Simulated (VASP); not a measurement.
Set up this calculation in VASP 6.6.1, as the native input.

- Task: relaxation of cell and atoms
- Functional: PBE
- Potentials or basis: VASP PAW PBE potentials, release 64 (Ge_d, Pt)
- Cutoff: 600 eV
- k mesh: 14 × 14 × 6
- Occupations: gaussian, width 0.1 eV
- Spin: no spin polarisation
- Dipole correction: no
- Further INCAR settings: ALGO = Normal; EDIFF = 1e-07; IBRION = 2; EDIFFG = -0.01; NSW = 100; ISIF = 3

The structure of Ge3Pt lies in POSCAR:

```
Ge3Pt
1.0
    3.5033988640      0.0000000000      0.0000000000
    0.0000000000      3.5033988640      0.0000000000
    0.0000000000      0.0000000000      7.7188453318
Ge Pt
3 1
Direct
    0.0000000000      0.0000000000      0.6652335560
    0.0000000000      0.0000000000      0.3347664440
    0.5000000000      0.5000000000      0.0000000000
    0.0000000000      0.0000000000      0.0000000000
```

The cell was generated, and may not be a known phase.

These files were run (other wordings do the same):

INCAR

```
SYSTEM = Ge3Pt
ALGO     = Normal         ! electronic algorithm
EDIFF    = 1E-7           ! SCF threshold, eV
EDIFFG   = -0.01          ! ionic threshold
ENCUT    = 600            ! plane-wave cutoff, eV
GGA      = PE             ! functional
IBRION   = 2              ! ionic algorithm
ISIF     = 3              ! what is computed and relaxed
ISMEAR   = 0              ! smearing method
LASPH    = .True.         ! aspherical terms in the spheres
LCHARG   = .False.        ! write CHGCAR
LREAL    = .False.        ! projectors in reciprocal space
LWAVE    = .False.        ! write WAVECAR
NELM     = 100            ! most SCF steps
NSW      = 100            ! ionic steps
PREC     = Accurate       ! precision mode
SIGMA    = 0.1            ! smearing width, eV
```

KPOINTS

```
k-points
0
Gamma
  14 14 6
  0 0 0
```

Potentials or basis: VASP PAW PBE potentials, release 64 (Ge_d, Pt).

Command:

```sh
$ cat potpaw_PBE.64/Ge_d/POTCAR potpaw_PBE.64/Pt/POTCAR > POTCAR
$ mpirun -np 1 vasp_std > vasp.out
```

Results of the run:

The relaxed volume is 23.75 Å³/atom and the relaxed cell is a = 3.507 Å, b = 3.507 Å, c = 7.726 Å, α = 90.00°, β = 90.00°, γ = 90.00°. The space group after relaxing (to 0.1 Å) is P4/mmm (No. 123), the energy gained by relaxing is 0.6 meV/atom and the ionic steps are 5. The pressure after relaxing is 0.0 GPa and the band gap on the k mesh is zero (bands 26 and 27 overlap by 2.21 eV).

Caveat: spin-orbit coupling is left out, which moves the levels of the heavy elements.

Wall time 37 min on 1 thread of Intel(R) Xeon(R) Platinum 8259CL CPU @ 2.50GHz (Skylake/Cascade Lake), on a shared host, peak memory 0.56 GiB.
